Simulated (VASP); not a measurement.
# BN (zincblende type) (F-43m) in VASP: notebook, part 2 of 2

VASP 6.6.1. The steps go on from the part before.

**5. Single point, PBE**

Contents of INCAR:

```
SYSTEM = BN
PREC     = Accurate       ! precision mode
ENCUT    = 520            ! plane-wave cutoff, eV
EDIFF    = 1E-7           ! SCF threshold, eV
ISMEAR   = -1             ! smearing method
SIGMA    = 0.05           ! smearing width, eV
LREAL    = .False.        ! projectors in reciprocal space
LASPH    = .True.         ! aspherical terms in the spheres
NELM     = 80             ! most SCF steps
ALGO     = Normal         ! electronic algorithm
ISIF     = 2              ! what is computed and relaxed
LWAVE    = .False.        ! write WAVECAR
LCHARG   = .True.         ! write CHGCAR
GGA      = PE             ! functional
LELF     = .True.         ! ELF
LVHAR    = .True.       
NBANDS   = 11             ! bands
```

Contents of KPOINTS:

```
regular mesh
0
Gamma
  17 17 17
  0 0 0
```

Contents of POSCAR:

```
BN
1.0
    0.0000000000      1.6009659716      1.6009659716
    1.6009659716      0.0000000000      1.6009659716
    1.6009659716      1.6009659716      0.0000000000
B N
1 1
Direct
    0.0000000000      0.0000000000      0.0000000000
    0.2500000000      0.2500000000      0.2500000000
```

Potentials or basis: VASP PAW PBE potentials, release 64 (B, N).

Command:

```bash
$ cat potpaw_PBE.64/B/POTCAR potpaw_PBE.64/N/POTCAR > POTCAR
$ mpirun -np 1 vasp_std > vasp.out
```

OUTCAR:

```text
SYSTEM = BN
   PREC = Accurate
   ENCUT = 520
   EDIFF = 1E-7
   ISMEAR = -1
   LREAL = .False.
   LASPH = .True.
   NELM = 80
   ISIF = 2
   GGA = PE

 ion  position               nearest neighbor table
   1  0.000  0.000  0.000-   2 1.39   2 1.39   2 1.39   2 1.39
   2  0.250  0.250  0.250-   1 1.39   1 1.39   1 1.39   1 1.39

  LATTYP: Found a face centered cubic cell.
 ALAT       =     3.2019319432

  Lattice vectors:

 A1 = (   0.0000000000,   1.6009659716,   1.6009659716)
 A2 = (   1.6009659716,   0.0000000000,   1.6009659716)
 A3 = (   1.6009659716,   1.6009659716,   0.0000000000)

Analysis of symmetry for initial positions (statically):
=====================================================================
 Subroutine PRICEL returns:
 Original cell was already a primitive cell.

 Routine SETGRP: Setting up the symmetry group for a
 face centered cubic supercell.

 Subroutine GETGRP returns: Found 24 space group operations
 (whereof 24 operations were pure point group operations)
 out of a pool of 48 trial point group operations.

The static configuration has the point symmetry T_d .

Analysis of symmetry for dynamics (positions and initial velocities):
=====================================================================
 Subroutine PRICEL returns:
 Original cell was already a primitive cell.

 Routine SETGRP: Setting up the symmetry group for a
 face centered cubic supercell.

 Subroutine GETGRP returns: Found 24 space group operations
 (whereof 24 operations were pure point group operations)
 out of a pool of 48 trial point group operations.

The dynamic configuration has the point symmetry T_d .

 Subroutine INISYM returns: Found 24 space group operations
 (whereof 24 operations are pure point group operations),
 and found     1 'primitive' translations

----------------------------------------------------------------------------------------

                                     Primitive cell

  volume of cell :       8.2068

  direct lattice vectors                    reciprocal lattice vectors
     0.000000000  1.600965972  1.600965972    -0.312311448  0.312311448  0.312311448
     1.600965972  0.000000000  1.600965972     0.312311448 -0.312311448  0.312311448
     1.600965972  1.600965972  0.000000000     0.312311448  0.312311448 -0.312311448

  length of vectors
     2.264107790  2.264107790  2.264107790     0.540939295  0.540939295  0.540939295

  position of ions in fractional coordinates (direct lattice)
     0.000000000  0.000000000  0.000000000
     0.250000000  0.250000000  0.250000000

  ion indices of the primitive-cell ions
   primitive index   ion index
                 1           1
                 2           2

----------------------------------------------------------------------------------------

 KPOINTS: regular mesh

Automatic generation of k-mesh.
 Grid dimensions read from file:
 generate k-points for:   17   17   17

 Generating k-lattice:

  Cartesian coordinates                     Fractional coordinates (reciprocal lattice)
    -0.018371262  0.018371262  0.018371262     0.058823529  0.000000000  0.000000000
     0.018371262 -0.018371262  0.018371262     0.000000000  0.058823529  0.000000000
     0.018371262  0.018371262 -0.018371262     0.000000000  0.000000000  0.058823529

  Length of vectors
     0.031819959  0.031819959  0.031819959

  Shift w.r.t. Gamma in fractional coordinates (k-lattice)
     0.000000000  0.000000000  0.000000000

 Subroutine IBZKPT returns following result:
 ===========================================

 Found    165 irreducible k-points:

 Following reciprocal coordinates:
            Coordinates               Weight
  0.000000  0.000000  0.000000      1.000000
  0.058824  0.000000  0.000000      8.000000
  0.117647  0.000000  0.000000      8.000000
  0.176471  0.000000  0.000000      8.000000
  0.235294  0.000000  0.000000      8.000000
  0.294118  0.000000  0.000000      8.000000
[... 16 lines left out ...]
 -0.176471  0.058824  0.000000     24.000000
 -0.117647  0.058824  0.000000     24.000000
 [... further k-points ...]
   k-points           NKPTS =    165   k-points in BZ     NKDIM =    165   number of bands    NBANDS=     11
   number of dos      NEDOS =    301   number of ions     NIONS =      2
   total plane-waves  NPLWV =   5832
   dimension x,y,z NGX =    18 NGY =   18 NGZ =   18
   dimension x,y,z NGXF=    36 NGYF=   36 NGZF=   36
   ions per type =               1   1
   NGX,Y,Z   is equivalent  to a cutoff of  13.22, 13.22, 13.22 a.u.
   NGXF,Y,Z  is equivalent  to a cutoff of  26.43, 26.43, 26.43 a.u.
 SYSTEM =  BN
   PREC   = accura    normal or accurate (medium, high low for compatibility)
   ISTART =      0    job   : 0-new  1-cont  2-samecut
   ICHARG =      2    charge: 1-file 2-atom 10-const
   ISPIN  =      1    spin polarized calculation?
   LNONCOLLINEAR =      F non collinear calculations
   LSORBIT =      F    spin-orbit coupling
   LASPH  =      T    aspherical Exc in radial PAW
   ENCUT  =  520.0 eV  38.22 Ry    6.18 a.u.   4.21  4.21  4.21*2*pi/ulx,y,z
   NELM   =     80;   NELMIN=  2; NELMDL= -5     # of ELM steps
   EDIFF  = 0.1E-06   stopping-criterion for ELM
   LREAL  =      F    real-space projection
   EDIFFG = 0.1E-05   stopping-criterion for IOM
   NSW    =      0    number of steps for IOM
   IBRION =     -1    ionic relax: 0-MD 1-quasi-New 2-CG
   NFREE  =      0    steps in history (QN), initial steepest desc. (CG)
   ISIF   =      2    stress and relaxation
   ISYM   =      2    0-nonsym 1-usesym 2-fastsym
   POTIM  = 0.5000    time-step for ionic-motion
   TEBEG  =    0.0;   TEEND  =   0.0 temperature during run
   PSTRESS=    0.0 pullay stress
   NELECT =       8.0000    total number of electrons
   NUPDOWN=      -1.0000    fix difference up-down
   EMIN   =  10.00;   EMAX   =-10.00  energy-range for DOS
   EFERMI =   0.00;   METHOD = LEGACY
   ISMEAR =    -1;   SIGMA  =   0.05  broadening in eV -4-tet -1-fermi 0-gaus
   EFERMI_NEDOS =   21; number of points for ismear=-14 and -15
   IALGO  =     38    algorithm
   IMIX   =      4    mixing-type and parameters
     AMIX     =   0.40;   BMIX     =  1.00
     AMIX_MAG =   1.60;   BMIX_MAG =  1.00
  volume/ion in A,a.u.               =       4.10        27.69
  Fermi-wavevector in a.u.,A,eV,Ry     =   1.623228  3.067455 35.849549  2.634868
  Thomas-Fermi vector in A             =   2.716712
   LORBIT       =      0    0 simple, 1 ext, 2 COOP (PROOUT), +10 PAW based schemes
   GGA     = PE    functional components
   LHFCALC =     F    Hartree Fock is set to
   AEXX    =    0.0000 exact exchange contribution
   IVDW    =     0    specifies the selected vdW correction
   LEPSILON=     F    determine dielectric tensor
   LRPA    =     F    only Hartree local field effects (RPA)
 non-spin polarized calculation
  energy-cutoff  :      520.00
  volume of cell :        8.21
 maximum number of plane-waves:       229
 NGX is ok and might be reduce to    18
   NGX =  9   NGY =  9   NGZ =  9

 number of electron       7.9999998 magnetization

 Free energy of the ion-electron system (eV)
  ---------------------------------------------------
  ext. energy  EPLUGINS =         0.00000000
  ---------------------------------------------------
  free energy    TOTEN  =       -15.08348989 eV

  energy without entropy =      -15.08348989  energy(sigma->0) =      -15.08348989

 E-fermi :  13.6263     XC(G=0): -14.7132

 val. band max:       12.6095781216   @ k =   0.0000   0.0000   0.0000
 cond. band min:      17.4365886709   @ k =   0.4706   0.4706   0.0000
 fundamental gap:      4.8270105493
 Fermi energy:        13.6263086282

 k-point     1 :       0.0000    0.0000    0.0000
  band No.  band energies     occupation
      1     -12.3936      2.00000
      2      12.6096      2.00000
      3      12.6096      2.00000
      4      12.6096      2.00000
      5      23.1697      0.00000
      6      23.1697      0.00000
      7      23.1697      0.00000
      8      29.5430      0.00000
      9      44.7426      0.00000
     10      45.2574      0.00000
     11      45.2574      0.00000
[... 309 lines left out ...]
 k-point    24 :      -0.1176    0.0588    0.0000
  band No.  band energies     occupation
      1     -11.7006      2.00000
      2       9.6701      2.00000
      3      11.0868      2.00000
      4      12.2543      2.00000
      5      23.8559      0.00000
      6      24.4856      0.00000
      7      25.0810      0.00000
      8      30.5799      0.00000
      9      39.2847      0.00000
     10      40.2104      0.00000
     11      44.6471      0.00000

 [... further k-points ...]
[... 5 lines left out ...]
  --------------------------------------------------------------------------------------
  -------------------------------------------------------------------------------------
  Total       13.9039704     13.9039704     13.9039704     -0.0000000     -0.0000000     -0.0000000
  in kB     2714.3954398   2714.3954398   2714.3954398     -0.0000000     -0.0000000     -0.0000000
  external PRESSURE =    2714.3954398 kB  Pullay stress =       0.0000000 kB

 VOLUME and BASIS-vectors are now :
 -----------------------------------------------------------------------------
  energy-cutoff  :      520.00
  volume of cell :        8.21
      direct lattice vectors                 reciprocal lattice vectors
     0.000000000  1.600965972  1.600965972    -0.312311448  0.312311448  0.312311448
     1.600965972  0.000000000  1.600965972     0.312311448 -0.312311448  0.312311448
     1.600965972  1.600965972  0.000000000     0.312311448  0.312311448 -0.312311448

 POSITION                                       TOTAL-FORCE (eV/Angst)
 -----------------------------------------------------------------------------------
      0.00000      0.00000      0.00000        -0.000000     -0.000000     -0.000000
      0.80048      0.80048      0.80048         0.000000      0.000000      0.000000
 -----------------------------------------------------------------------------------
    total drift:                                0.000000      0.000000      0.000001

  FREE ENERGIE OF THE ION-ELECTRON SYSTEM (eV)
  ---------------------------------------------------
  free  energy   TOTEN  =       -15.0834898909 eV

  energy  without entropy=      -15.0834898909  energy(sigma->0) =      -15.08348989
```

Wall time 11 s (1 thread of Intel Xeon Platinum 8375C at 2.90GHz (Ice Lake), shared host); peak memory 0.12 GiB.

Results:

- Free energy: -15.0835 eV
- Pressure: 271.4 GPa
- Band gap on the k mesh: 4.83 eV, indirect (least direct gap 10.56 eV)

**6. Summary**

```csv
task,cell,cutoff (eV),gap on the mesh (eV),pressure (GPa)
relaxation of cell and atoms,"relaxed to 270 GPa from a = 2.264 Å, angles 60.0°, 2 atoms",600,4.83,270.0
relaxation of cell and atoms,"relaxed to 270 GPa from a = 2.266 Å, angles 60.0°, 2 atoms",600,4.83,270.0
single point,"a = 2.264 Å, angles 60.0°, 2 atoms",520,4.83,271.4
```

Alike in all rows: level PBE; potentials or basis VASP PAW PBE potentials, release 64 (B, N); no spin polarisation; k mesh 17 × 17 × 17; smearing fermi-dirac 0.05 eV.

Caveats: the cell is relaxed towards a set pressure, so the enthalpy falls and the energy may rise (some runs).

Total energies depend on the potentials used, so only differences within one code and one set of settings carry meaning.
